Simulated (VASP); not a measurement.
A run of VASP 6.6.1 is set up as follows.

The input INCAR:

```
SYSTEM = SiC
ALGO     = Normal         ! electronic algorithm
EDIFF    = 1E-7           ! SCF threshold, eV
EDIFFG   = -0.005         ! ionic threshold
ENCUT    = 600            ! plane-wave cutoff, eV
GGA      = PS             ! functional
IBRION   = 2              ! ionic algorithm
ISIF     = 3              ! what is computed and relaxed
ISMEAR   = 0              ! smearing method
LASPH    = .True.         ! aspherical terms in the spheres
LCHARG   = .False.        ! write CHGCAR
LREAL    = .False.        ! projectors in reciprocal space
LWAVE    = .False.        ! write WAVECAR
NELM     = 60             ! most SCF steps
NSW      = 70             ! ionic steps
PREC     = Accurate       ! precision mode
SIGMA    = 0.02           ! smearing width, eV
```

File KPOINTS:

```
k-points
0
Gamma
  12 12 2
  0 0 0
```

POSCAR

```
SiC
1.0
    1.5474176122     -2.6802318485      0.0000000000
    1.5474176122      2.6802318485      0.0000000000
    0.0000000000      0.0000000000     15.1864630333
Si C
6 6
Direct
    0.1666626012      0.8333373988      0.8577086565
    0.8333373988      0.1666626012      0.3577086565
    0.5000001085      0.4999998915      0.5244818337
    0.4999998915      0.5000001085      0.0244818337
    0.8333309414      0.1666690586      0.6912147305
    0.1666690586      0.8333309414      0.1912147305
    0.5000013168      0.4999986832      0.6498371864
    0.4999986832      0.5000013168      0.1498371864
    0.1666670427      0.8333329573      0.9826927787
    0.8333329573      0.1666670427      0.4826927787
    0.8333306240      0.1666693760      0.8162048141
    0.1666693760      0.8333306240      0.3162048141
```

Potentials or basis: VASP PAW PBE potentials, release 64 (Si, C).

Command:

```console
$ cat potpaw_PBE.64/Si/POTCAR potpaw_PBE.64/C/POTCAR > POTCAR
$ mpirun -np 1 vasp_std > vasp.out
```

Task: What does it give for the relaxed cell?

Result: a = 3.080 Å, b = 3.080 Å, c = 15.112 Å, α = 90.00°, β = 90.00°, γ = 120.00°.

Task: Predict the band gap on the k mesh.

Result: 1.91 eV (least direct gap 3.02 eV).

Forces on the atoms (eV/Å):
```
Si   0.000  0.000 -0.001
Si   0.000  0.000 -0.001
Si   0.000  0.000  0.004
Si   0.000  0.000  0.004
Si   0.000  0.000 -0.001
Si   0.000  0.000 -0.001
C    0.000  0.000 -0.002
C    0.000  0.000 -0.002
C    0.000  0.000  0.000
C    0.000  0.000  0.000
C    0.000  0.000  0.001
C    0.000  0.000  0.001
```

Caveat: the PAW data sets were made with another functional, which shifts forces and pressure a little. A k mesh can miss the band edges.
